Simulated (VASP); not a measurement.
# ZnO in VASP: a series of runs

Aim: see how the results for ZnO move with the level of theory and the settings. Levels: r2SCAN, PBE. Tasks: single point.

Everything below comes from runs of VASP 6.6.1. Logs are shortened: lines on timing, memory, paths and dates and some standing lists are left out, and cuts for length are marked.

## 1. The cell of the first run

It takes space group I4/mmm (No. 139, tetragonal). The conventional cell has a = 2.986 Å, b = 2.986 Å, c = 4.268 Å, α = 90.00°, β = 90.00°, γ = 90.00°. Zn (site symmetry 4/mmm) has 6 O at 2.11 to 2.13 Å within 2.8 Å. Within 2.8 Å of O (site symmetry 4/mmm) lie 6 Zn at 2.11 to 2.13 Å.

## 2. Single point, r2SCAN (biaxial xy strain -1.0%)

Input file POSCAR:

```
ZnO
1.0
    0.0000000000      2.1115791842      2.1337703963
    2.1115791842      0.0000000000      2.1337703963
    2.1115791842      2.1115791842      0.0000000000
Zn O
1 1
Direct
    0.0000000000      0.0000000000      0.0000000000
    0.5000000000      0.5000000000      0.5000000000
```

Input file INCAR.step1:

```
SYSTEM = ZnO
ALGO = Normal
EDIFF = 1E-4
ENCUT = 520
GGA = PE
ISMEAR = 0
LASPH = .TRUE.
LCHARG = .FALSE.
LREAL = .FALSE.
LWAVE = .TRUE.
NBANDS = 16
NELM = 60
PREC = Accurate
SIGMA = 0.01
```

Input file INCAR.step2:

```
SYSTEM = ZnO
ALGO = Normal
EDIFF = 1E-6
ENCUT = 520
ISIF = 2
ISMEAR = 0
ISTART = 1
LASPH = .TRUE.
LCHARG = .FALSE.
LMIXTAU = .TRUE.
LREAL = .FALSE.
LWAVE = .FALSE.
METAGGA = R2SCAN
NBANDS = 16
NELM = 60
PREC = Accurate
SIGMA = 0.01
```

Input file KPOINTS:

```
k-points
0
G
  10 10 10
  0 0 0
```

Potentials or basis: VASP PAW PBE potentials, release 64 (Zn, O).

Launch:

```
cat potpaw_PBE.64/Zn/POTCAR potpaw_PBE.64/O/POTCAR > POTCAR
cp INCAR.step1 INCAR
mpirun -np 1 vasp_std > vasp.out
cp INCAR.step2 INCAR
mpirun -np 1 vasp_std > vasp.out
```

OUTCAR:

```text
SYSTEM = ZnO
   EDIFF = 1E-6
   ENCUT = 520
   ISIF = 2
   ISMEAR = 0
   ISTART = 1
   LASPH = .TRUE.
   LREAL = .FALSE.
   METAGGA = R2SCAN
   NELM = 60
   PREC = Accurate

 ion  position               nearest neighbor table
   1  0.000  0.000  0.000-   2 2.11   2 2.11   2 2.11   2 2.11   2 2.13   2 2.13
   2  0.500  0.500  0.500-   1 2.11   1 2.11   1 2.11   1 2.11   1 2.13   1 2.13

  LATTYP: Found a body centered tetragonal cell.
 ALAT       =     2.9862239203
 C/A-ratio  =     1.4290759523

  Lattice vectors:

 A1 = (  -2.1115791842,   0.0000000000,   2.1337703963)
 A2 = (   2.1115791842,   0.0000000000,   2.1337703963)
 A3 = (   0.0000000000,   2.1115791842,  -2.1337703963)

Analysis of symmetry for initial positions (statically):
=====================================================================
 Subroutine PRICEL returns:
 Original cell was already a primitive cell.

 Routine SETGRP: Setting up the symmetry group for a
 body centered tetragonal supercell.

 Subroutine GETGRP returns: Found 16 space group operations
 (whereof 16 operations were pure point group operations)
 out of a pool of 16 trial point group operations.

The static configuration has the point symmetry D_4h.

Analysis of symmetry for dynamics (positions and initial velocities):
=====================================================================
 Subroutine PRICEL returns:
 Original cell was already a primitive cell.

 Routine SETGRP: Setting up the symmetry group for a
 body centered tetragonal supercell.

 Subroutine GETGRP returns: Found 16 space group operations
 (whereof 16 operations were pure point group operations)
 out of a pool of 16 trial point group operations.

The dynamic configuration has the point symmetry D_4h.

 Subroutine INISYM returns: Found 16 space group operations
 (whereof 16 operations are pure point group operations),
 and found     1 'primitive' translations

----------------------------------------------------------------------------------------

                                     Primitive cell

  volume of cell :      19.0280

  direct lattice vectors                    reciprocal lattice vectors
     0.000000000  2.111579184  2.133770396    -0.236789605  0.236789605  0.234326993
     2.111579184  0.000000000  2.133770396     0.236789605 -0.236789605  0.234326993
     2.111579184  2.111579184  0.000000000     0.236789605  0.236789605 -0.234326993

  length of vectors
     3.001956488  3.001956488  2.986223920     0.408714782  0.408714782  0.408714782

  position of ions in fractional coordinates (direct lattice)
     0.000000000  0.000000000  0.000000000
     0.500000000  0.500000000  0.500000000

  ion indices of the primitive-cell ions
   primitive index   ion index
                 1           1
                 2           2

----------------------------------------------------------------------------------------

 KPOINTS: k-points

Automatic generation of k-mesh.
 Grid dimensions read from file:
 generate k-points for:   10   10   10

 Generating k-lattice:

  Cartesian coordinates                     Fractional coordinates (reciprocal lattice)
    -0.023678960  0.023678960  0.023432699     0.100000000  0.000000000  0.000000000
     0.023678960 -0.023678960  0.023432699     0.000000000  0.100000000  0.000000000
     0.023678960  0.023678960 -0.023432699     0.000000000  0.000000000  0.100000000

  Length of vectors
     0.040871478  0.040871478  0.040871478

  Shift w.r.t. Gamma in fractional coordinates (k-lattice)
     0.000000000  0.000000000  0.000000000

 Subroutine IBZKPT returns following result:
 ===========================================

 Found    102 irreducible k-points:

 Following reciprocal coordinates:
            Coordinates               Weight
  0.000000  0.000000  0.000000      1.000000
  0.100000 -0.000000  0.000000      8.000000
  0.200000 -0.000000  0.000000      8.000000
  0.300000  0.000000  0.000000      8.000000
  0.400000  0.000000  0.000000      8.000000
  0.500000 -0.000000  0.000000      4.000000
[... 16 lines left out ...]
  0.300000  0.300000  0.000000      2.000000
  0.400000  0.300000  0.000000      8.000000
 [... further k-points ...]
   k-points           NKPTS =    102   k-points in BZ     NKDIM =    102   number of bands    NBANDS=     16
   number of dos      NEDOS =    301   number of ions     NIONS =      2
   total plane-waves  NPLWV =  13824
   dimension x,y,z NGX =    24 NGY =   24 NGZ =   24
   dimension x,y,z NGXF=    48 NGYF=   48 NGZF=   48
   ions per type =               1   1
   NGX,Y,Z   is equivalent  to a cutoff of  13.29, 13.29, 13.36 a.u.
   NGXF,Y,Z  is equivalent  to a cutoff of  26.58, 26.58, 26.72 a.u.
 SYSTEM =  ZnO
   PREC   = accura    normal or accurate (medium, high low for compatibility)
   ISTART =      1    job   : 0-new  1-cont  2-samecut
   ICHARG =      0    charge: 1-file 2-atom 10-const
   ISPIN  =      1    spin polarized calculation?
   LNONCOLLINEAR =      F non collinear calculations
   LSORBIT =      F    spin-orbit coupling
   LASPH  =      T    aspherical Exc in radial PAW
   ENCUT  =  520.0 eV  38.22 Ry    6.18 a.u.   5.58  5.58  5.55*2*pi/ulx,y,z
   NELM   =     60;   NELMIN=  2; NELMDL=  0     # of ELM steps
   EDIFF  = 0.1E-05   stopping-criterion for ELM
   LREAL  =      F    real-space projection
   EDIFFG = 0.1E-04   stopping-criterion for IOM
   NSW    =      0    number of steps for IOM
   IBRION =     -1    ionic relax: 0-MD 1-quasi-New 2-CG
   NFREE  =      0    steps in history (QN), initial steepest desc. (CG)
   ISIF   =      2    stress and relaxation
   ISYM   =      2    0-nonsym 1-usesym 2-fastsym
   POTIM  = 0.5000    time-step for ionic-motion
   TEBEG  =    0.0;   TEEND  =   0.0 temperature during run
   PSTRESS=    0.0 pullay stress
   NELECT =      18.0000    total number of electrons
   NUPDOWN=      -1.0000    fix difference up-down
   EMIN   =  10.00;   EMAX   =-10.00  energy-range for DOS
   EFERMI =   0.00;   METHOD = LEGACY
   ISMEAR =     0;   SIGMA  =   0.01  broadening in eV -4-tet -1-fermi 0-gaus
   EFERMI_NEDOS =   21; number of points for ismear=-14 and -15
   IALGO  =     38    algorithm
   IMIX   =      4    mixing-type and parameters
     AMIX     =   0.40;   BMIX     =  1.00
     AMIX_MAG =   1.60;   BMIX_MAG =  1.00
  volume/ion in A,a.u.               =       9.51        64.20
  Fermi-wavevector in a.u.,A,eV,Ry     =   1.607070  3.036922 35.139423  2.582675
  Thomas-Fermi vector in A             =   2.703157
   LORBIT       =      0    0 simple, 1 ext, 2 COOP (PROOUT), +10 PAW based schemes
   METAGGA = R2SCAN    functional components
   LHFCALC =     F    Hartree Fock is set to
   AEXX    =    0.0000 exact exchange contribution
   IVDW    =     0    specifies the selected vdW correction
   LEPSILON=     F    determine dielectric tensor
   LRPA    =     F    only Hartree local field effects (RPA)
 non-spin polarized calculation
 Gauss-broadening in eV      SIGMA  =   0.01
  energy-cutoff  :      520.00
  volume of cell :       19.03
 maximum number of plane-waves:       532
 NGX is ok and might be reduce to    24
   NGX = 11   NGY = 11   NGZ = 11

 number of electron      17.9999992 magnetization

 Free energy of the ion-electron system (eV)
  ---------------------------------------------------
  ext. energy  EPLUGINS =         0.00000000
  ---------------------------------------------------
  free energy    TOTEN  =       -17.93965826 eV

  energy without entropy =      -17.93965826  energy(sigma->0) =      -17.93965826

 E-fermi :   2.8685     XC(G=0): -13.2597

 val. band max:        2.7148864733   @ k =   0.5000  -0.0000   0.0000
 cond. band min:       4.3319158472   @ k =   0.0000   0.0000   0.0000
 fundamental gap:      1.6170293738
 Fermi energy:         2.8684651421

 k-point     1 :       0.0000    0.0000    0.0000
  band No.  band energies     occupation
      1     -17.1338      2.00000
      2      -2.2797      2.00000
      3      -2.2655      2.00000
      4      -2.2655      2.00000
      5      -2.0852      2.00000
      6      -2.0631      2.00000
[... 8 lines left out ...]
     15      23.4703      0.00000
     16      23.8655      0.00000

 k-point     2 :       0.1000   -0.0000    0.0000
  band No.  band energies     occupation
      1     -17.0212      2.00000
      2      -2.3630      2.00000
      3      -2.3119      2.00000
      4      -2.2987      2.00000
      5      -2.1718      2.00000
      6      -2.1636      2.00000
[... 8 lines left out ...]
     15      23.5095      0.00000
     16      23.6393      0.00000

 k-point     3 :       0.2000   -0.0000    0.0000
  band No.  band energies     occupation
      1     -16.7108      2.00000
      2      -2.8173      2.00000
      3      -2.6456      2.00000
      4      -2.6423      2.00000
      5      -2.1012      2.00000
      6      -2.1008      2.00000
[... 8 lines left out ...]
     15      24.2249      0.00000
     16      24.2645      0.00000

 k-point     4 :       0.3000    0.0000    0.0000
  band No.  band energies     occupation
      1     -16.2893      2.00000
      2      -3.7599      2.00000
      3      -3.0237      2.00000
      4      -3.0172      2.00000
      5      -1.9809      2.00000
      6      -1.9748      2.00000
[... 8 lines left out ...]
     15      25.7050      0.00000
     16      25.7157      0.00000

 k-point     5 :       0.4000    0.0000    0.0000
  band No.  band energies     occupation
      1     -15.9088      2.00000
      2      -4.6362      2.00000
      3      -3.2919      2.00000
      4      -3.2801      2.00000
      5      -1.8802      2.00000
      6      -1.8686      2.00000
[... 8 lines left out ...]
     15      27.5907      0.00000
     16      27.6112      0.00000

 k-point     6 :       0.5000   -0.0000    0.0000
  band No.  band energies     occupation
      1     -15.7516      2.00000
      2      -4.9793      2.00000
      3      -3.3871      2.00000
      4      -3.3736      2.00000
      5      -1.8411      2.00000
      6      -1.8274      2.00000
[... 8 lines left out ...]
     15      28.8443      0.00000
     16      28.9214      0.00000

 k-point     7 :       0.1000    0.1000    0.0000
  band No.  band energies     occupation
      1     -16.9890      2.00000
      2      -2.4745      2.00000
      3      -2.3204      2.00000
      4      -2.2704      2.00000
      5      -2.2704      2.00000
      6      -2.0442      2.00000
[... 8 lines left out ...]
     15      25.2157      0.00000
     16      25.7953      0.00000

 k-point     8 :       0.2000    0.1000    0.0000
  band No.  band energies     occupation
      1     -16.7524      2.00000
      2      -2.9211      2.00000
      3      -2.4868      2.00000
      4      -2.3911      2.00000
      5      -2.2072      2.00000
      6      -2.0341      2.00000
[... 8 lines left out ...]
     15      25.3209      0.00000
     16      26.4852      0.00000

 k-point     9 :       0.3000    0.1000    0.0000
  band No.  band energies     occupation
      1     -16.3756      2.00000
      2      -3.5356      2.00000
      3      -2.8890      2.00000
      4      -2.7397      2.00000
      5      -2.0920      2.00000
      6      -1.9434      2.00000
[... 8 lines left out ...]
     15      25.4015      0.00000
     16      27.2616      0.00000
[... 172 lines left out ...]
 k-point    19 :       0.5000    0.2000    0.0000
  band No.  band energies     occupation
      1     -15.7266      2.00000
      2      -4.2448      2.00000
      3      -3.2706      2.00000
      4      -3.0517      2.00000
      5      -1.9383      2.00000
      6      -1.8042      2.00000
[... 8 lines left out ...]
     15      28.7463      0.00000
     16      29.7548      0.00000

 k-point    20 :      -0.4000    0.2000    0.0000
  band No.  band energies     occupation
      1     -15.6724      2.00000
      2      -4.3936      2.00000
      3      -3.2411      2.00000
      4      -3.2389      2.00000
      5      -1.8547      2.00000
      6      -1.8408      2.00000
[... 8 lines left out ...]
     15      27.6049      0.00000
     16      27.8713      0.00000

 k-point    21 :      -0.3000    0.2000    0.0000
  band No.  band energies     occupation
      1     -15.8500      2.00000
      2      -4.2383      2.00000
      3      -3.2681      2.00000
      4      -3.0235      2.00000
      5      -1.9514      2.00000
      6      -1.8038      2.00000
[... 8 lines left out ...]
     15      26.4498      0.00000
     16      27.1345      0.00000

 k-point    22 :      -0.2000    0.2000    0.0000
  band No.  band energies     occupation
      1     -16.1705      2.00000
      2      -3.8208      2.00000
      3      -3.1491      2.00000
      4      -2.7967      2.00000
      5      -2.0518      2.00000
      6      -1.8464      2.00000
[... 8 lines left out ...]
     15      26.0301      0.00000
     16      27.1998      0.00000

 k-point    23 :       0.3000    0.3000    0.0000
  band No.  band energies     occupation
      1     -16.1468      2.00000
      2      -3.7332      2.00000
      3      -2.5595      2.00000
      4      -2.1162      2.00000
      5      -2.1162      2.00000
      6      -1.9327      2.00000
[... 8 lines left out ...]
     15      31.3981      0.00000
     16      32.7837      0.00000

 k-point    24 :       0.4000    0.3000    0.0000
  band No.  band energies     occupation
      1     -15.9091      2.00000
      2      -3.7512      2.00000
      3      -2.7056      2.00000
      4      -2.2877      2.00000
      5      -2.0285      2.00000
      6      -1.8145      2.00000
[... 8 lines left out ...]
     15      31.8046      0.00000
     16      32.2903      0.00000

 [... further k-points ...]
[... 5 lines left out ...]
  --------------------------------------------------------------------------------------
  -------------------------------------------------------------------------------------
  Total        0.7350570      0.7350570      0.5748718      0.0000000      0.0000000     -0.0000000
  in kB       61.8926601     61.8926601     48.4048784      0.0000000      0.0000000     -0.0000000
  external PRESSURE =      57.3967329 kB  Pullay stress =       0.0000000 kB

 VOLUME and BASIS-vectors are now :
 -----------------------------------------------------------------------------
  energy-cutoff  :      520.00
  volume of cell :       19.03
      direct lattice vectors                 reciprocal lattice vectors
     0.000000000  2.111579184  2.133770396    -0.236789605  0.236789605  0.234326993
     2.111579184  0.000000000  2.133770396     0.236789605 -0.236789605  0.234326993
     2.111579184  2.111579184  0.000000000     0.236789605  0.236789605 -0.234326993

 POSITION                                       TOTAL-FORCE (eV/Angst)
 -----------------------------------------------------------------------------------
      0.00000      0.00000      0.00000        -0.000000      0.000000      0.000000
      2.11158      2.11158      2.13377         0.000000     -0.000000     -0.000000
 -----------------------------------------------------------------------------------
    total drift:                                0.000000     -0.000000     -0.000000

  FREE ENERGIE OF THE ION-ELECTRON SYSTEM (eV)
  ---------------------------------------------------
  free  energy   TOTEN  =       -17.9396582619 eV

  energy  without entropy=      -17.9396582619  energy(sigma->0) =      -17.93965826
```

It took 2.3 min on 1 thread of Intel Xeon 8259CL, shared host; peak memory 0.17 GiB.

What came out:

| Property | Result |
| --- | --- |
| Free energy | -17.9397 eV |
| Pressure | 5.7 GPa |
| Band gap on the k mesh | 1.62 eV, indirect (least direct gap 3.14 eV) |

Caveat: the cell differs from its parent crystal (biaxial xy strain -1.0%); the PAW data sets were made with another functional, which shifts forces and pressure a little.

(Continued in part 2 of 2.)
